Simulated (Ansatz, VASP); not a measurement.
# Mg2Si3N in VASP and in Ansatz

```
Mg Si N
1.0
     5.25190    0.00000    0.00000
    -2.62595    4.54828    0.00000
     0.00000    0.00000    5.11632
Mg Si N
2 3 1
Direct
  0.33333 0.66667 0.55030
  0.66667 0.33333 0.60254
  0.51340 0.48660 0.12002
  0.51340 0.02680 0.12002
  0.97320 0.48660 0.12002
  0.33333 0.66667 0.94974
```

Alike in both runs: functional PBE; k mesh 4 × 4 × 3; occupations gaussian, width 0.2 eV; no spin polarisation.

Ansatz relaxed the structure, and its values are those at the end. VASP's run is a single point on that final structure, the one shown.

```csv
,VASP,Ansatz
version,VASP 6.6.1,Ansatz 0.2.0
potentials or method,"VASP PAW PBE potentials, release 64 (Mg, Si, N), cutoff 600 eV","scalar-relativistic, plane waves, PAW"
valence electrons in the cell,21,37
```

VASP gave:

```
gap on the k mesh at the Fermi level (eV) : none
pressure (GPa)                            : 0.4
rms of the force components (eV/Å)        : 0.023
```

**Question.** Estimate Ansatz's values.

**Answer.** gap on the k mesh at the Fermi level (eV): none; pressure (GPa): 0.5; rms of the force components (eV/Å): 0.022.

A gap of «none» marks a metal or a gap that the smearing closes. With one functional, cell and mesh, what is left measures potentials, basis and numerics. VASP's potentials hold 21 valence electrons a cell and Ansatz's 37, so a difference there can come from the potentials and not from the codes.

The k mesh is coarse, so the values compare programs but aren't converged.
